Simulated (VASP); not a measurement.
Here is a VASP 6.6.1 calculation.

File INCAR:

```
SYSTEM = Sn2O
PREC     = Accurate       ! precision mode
ENCUT    = 600            ! plane-wave cutoff, eV
EDIFF    = 1E-7           ! SCF threshold, eV
ISMEAR   = 0              ! smearing method
SIGMA    = 0.1            ! smearing width, eV
LREAL    = .FALSE.        ! projectors in reciprocal space
LASPH    = .TRUE.         ! aspherical terms in the spheres
NELM     = 100            ! most SCF steps
ALGO     = Normal         ! electronic algorithm
ISIF     = 3              ! what is computed and relaxed
LWAVE    = .FALSE.        ! write WAVECAR
LCHARG   = .FALSE.        ! write CHGCAR
GGA      = PS             ! functional
IBRION   = 2              ! ionic algorithm
NSW      = 80             ! ionic steps
EDIFFG   = -0.01          ! ionic threshold
```

The input KPOINTS:

```
Automatic mesh
0
G
  18 18 8
  0 0 0
```

The input POSCAR:

```
Sn2O
1.0
    3.2199515768      0.0000000000      0.0000000000
   -1.6099757884      2.7885598645      0.0000000000
    0.0000000000      0.0000000000      6.2524779959
Sn O
2 1
Direct
    0.6666666667      0.3333333333      0.2627815857
    0.3333333333      0.6666666667      0.7372184143
    0.0000000000      0.0000000000      0.0000000000
```

Potentials or basis: VASP PAW PBE potentials, release 64 (Sn_d, O).

Command:

```sh
$ cat potpaw_PBE.64/Sn_d/POTCAR potpaw_PBE.64/O/POTCAR > POTCAR
$ mpirun -np 1 vasp_std > vasp.out
```

Estimate the band gap on the k mesh.

zero (bands 17 and 18 overlap by 3.41 eV).

Estimate the relaxed cell.

a = 3.213 Å, b = 3.213 Å, c = 6.319 Å, α = 90.00°, β = 90.00°, γ = 120.00°.

Estimate the relaxed volume.

18.83 Å³/atom.

Predict the space group after relaxing (to 0.1 Å).

P-3m1 (No. 164).

The path:
```tsv
step	energy change (eV)	largest force (eV/Å)	pressure (GPa)	volume (Å³)
1	0.0000	0.0261	0.16	56.14
2	-0.0003	0.0430	-0.05	56.29
3	-0.0003	0.0577	-0.23	56.42
4	-0.0005	0.0525	-0.22	56.43
5	-0.0008	0.0371	-0.17	56.47
6	-0.0010	0.0060	-0.08	56.55
7	-0.0010	0.0078	-0.07	56.55
8	-0.0011	0.0001	0.00	56.50
```

Caveat: the PAW data sets were made with another functional, which shifts forces and pressure a little; spin-orbit coupling is left out, which moves the levels of the heavy elements. Zero-point motion and thermal expansion aren't in these numbers.
